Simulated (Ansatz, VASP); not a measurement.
**ScPd: VASP beside Ansatz**

```
Sc Pd
1.0
     3.32620    0.00000    0.00000
     0.00000    3.32620    0.00000
     0.00000    0.00000    3.32620
Sc Pd
1 1
Direct
  0.50000 0.50000 0.50000
  0.00000 0.00000 0.00000
```

Change from the starting cell: volume scaled by 1.04.

Alike in both runs: task single point; functional PBEsol; k mesh 12 × 12 × 12; occupations fermi-dirac, width 0.05 eV; no spin polarisation.

```csv
,VASP,Ansatz
version,VASP 6.6.1,Ansatz 0.2.0
potentials or method,"VASP PAW PBE potentials, release 64 (Sc_sv, Pd), cutoff 500 eV","all-electron LAPW, scalar-relativistic"
```

Ansatz gave:

| Item | Value |
| --- | --- |
| pressure (GPa) | -5.9 |

Task: Which values does VASP return?

Result: Pressure (GPa): -5.7.

VASP's potentials were made for PBE, not for PBEsol. Ansatz ran all-electron here, and VASP with PAW potentials.
